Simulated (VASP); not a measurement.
Here is a VASP 6.6.1 calculation.

The input INCAR:

```
SYSTEM = Li3Os
PREC = Accurate ; ENCUT = 600
EDIFF = 1E-6 ; ISMEAR = 0
SIGMA = 0.1 ; LREAL = .FALSE.
LASPH = .TRUE. ; NELM = 100
ALGO = Normal ; ISIF = 3
LWAVE = .FALSE. ; LCHARG = .FALSE.
GGA = PE ; IBRION = 2
NSW = 100 ; EDIFFG = -0.01
```

Contents of KPOINTS:

```
regular mesh
0
G
  12 12 12
  0 0 0
```

POSCAR

```
Li3Os
1.0
    3.7315118185      0.0000000000      0.0000000000
    0.0000000000      3.7315118185      0.0000000000
    0.0000000000      0.0000000000      3.7315118185
Li Os
3 1
Direct
    0.0000000000      0.5000000000      0.5000000000
    0.5000000000      0.0000000000      0.5000000000
    0.5000000000      0.5000000000      0.0000000000
    0.0000000000      0.0000000000      0.0000000000
```

Potentials or basis: VASP PAW PBE potentials, release 64 (Li_sv, Os).

The run is started by

```bash
$ cat potpaw_PBE.64/Li_sv/POTCAR potpaw_PBE.64/Os/POTCAR > POTCAR
$ mpirun -np 1 vasp_std > vasp.out
```

Estimate the space group after relaxing (to 0.05 Å).

Pm-3m (No. 221).

What does it give for the relaxed cell?

a = 3.730 Å, b = 3.730 Å, c = 3.730 Å, α = 90.00°, β = 90.00°, γ = 90.00°.

Estimate the relaxed volume.

12.97 Å³/atom.

Final structure:
```
Li Os
1.0
     3.72960    0.00000    0.00000
     0.00000    3.72960    0.00000
     0.00000    0.00000    3.72960
Li Os
3 1
Direct
  0.00000 0.50000 0.50000
  0.50000 0.00000 0.50000
  0.50000 0.50000 0.00000
  0.00000 0.00000 0.00000
```

Caveat: the cutoff is under 1.25 times the usual one of these potentials, so pressure, stress and relaxed cells hold a basis-set (Pulay) error.
